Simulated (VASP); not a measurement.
Set up this calculation in VASP 6.6.1, as the native input.

- Task: G0W0 quasiparticle levels
- Functional: PBE
- Potentials or basis: VASP PAW PBE potentials, release 64 (Ti_sv_GW, O_GW)
- Cutoff: 500 eV
- k mesh: 2 × 2 × 2
- Occupations: gaussian, width 0.01 eV
- Spin: no spin polarisation
- Dipole correction: no
- GW scheme: G0W0
- GW iterations: 1
- Cutoff of the response function: 100
- Frequency points: 48
- Empty bands: 50
- Further INCAR settings: ALGO = EVGW0; EDIFF = 1e-08; NBANDS = 74

The system is TiO2.

```
CELL_PARAMETERS angstrom
4.59400 0.00000 0.00000
0.00000 4.59400 0.00000
0.00000 0.00000 2.95900
ATOMIC_POSITIONS crystal
Ti 0.00000 0.00000 0.00000
Ti 0.50000 0.50000 0.50000
O 0.30480 0.30480 0.00000
O 0.69520 0.69520 0.00000
O 0.80480 0.19520 0.50000
O 0.19520 0.80480 0.50000
```

One way to write it, as run:

POSCAR

```
TiO2
1.0
    4.5940000000      0.0000000000      0.0000000000
    0.0000000000      4.5940000000      0.0000000000
    0.0000000000      0.0000000000      2.9590000000
Ti O
2 4
Direct
    0.0000000000      0.0000000000      0.0000000000
    0.5000000000      0.5000000000      0.5000000000
    0.3048000000      0.3048000000      0.0000000000
    0.6952000000      0.6952000000      0.0000000000
    0.8048000000      0.1952000000      0.5000000000
    0.1952000000      0.8048000000      0.5000000000
```

INCAR.step1

```
SYSTEM = TiO2
  PREC = Accurate
  ENCUT = 500
  EDIFF = 1E-8
  ISMEAR = 0
  SIGMA = 0.01
  LREAL = .FALSE.
  LASPH = .TRUE.
  NELM = 80
  ALGO = Normal
  LWAVE = .TRUE.
  LCHARG = .FALSE.
  GGA = PE
```

INCAR.step2

```
SYSTEM = TiO2
  PREC = Accurate
  ENCUT = 500
  EDIFF = 1E-8
  ISMEAR = 0
  SIGMA = 0.01
  LREAL = .FALSE.
  LASPH = .TRUE.
  NELM = 1
  ALGO = Exact
  LWAVE = .TRUE.
  LCHARG = .FALSE.
  GGA = PE
  NBANDS = 74
  LOPTICS = .TRUE.
  ISTART = 1
```

INCAR.step3

```
SYSTEM = TiO2
  PREC = Accurate
  ENCUT = 500
  EDIFF = 1E-8
  ISMEAR = 0
  SIGMA = 0.01
  LREAL = .FALSE.
  LASPH = .TRUE.
  ALGO = EVGW0
  LWAVE = .FALSE.
  LCHARG = .FALSE.
  GGA = PE
  NELMGW = 1
  NBANDS = 74
  ENCUTGW = 100.0
  NOMEGA = 48
  PRECFOCK = Fast
  ISTART = 1
  NBANDSGW = 32
```

KPOINTS

```
Automatic mesh
0
G
  2 2 2
  0 0 0
```

Potentials or basis: VASP PAW PBE potentials, release 64 (Ti_sv_GW, O_GW).

Run with:

```bash
$ cat potpaw_PBE.64/Ti_sv_GW/POTCAR potpaw_PBE.64/O_GW/POTCAR > POTCAR
$ cp INCAR.step1 INCAR
$ mpirun -np 1 vasp_std > vasp.out
$ cp INCAR.step2 INCAR
$ mpirun -np 1 vasp_std > vasp.out
$ cp INCAR.step3 INCAR
$ mpirun -np 1 vasp_std > vasp.out
```

Results of the run:

- Band gap on the k mesh, mean-field level: 1.69 eV, direct
- Quasiparticle gap: 3.31 eV
- Least direct quasiparticle gap: 3.41 eV

Caveat: the k points lie up to 1.06 Å⁻¹ apart; bands, screening cutoff and mesh are small and nothing is extrapolated, so the quasiparticle values aren't converged.

Run time: 120 s on 1 thread of Intel(R) Xeon(R) Platinum 8488C (Sapphire Rapids) (shared host), peak memory 0.6 GiB.
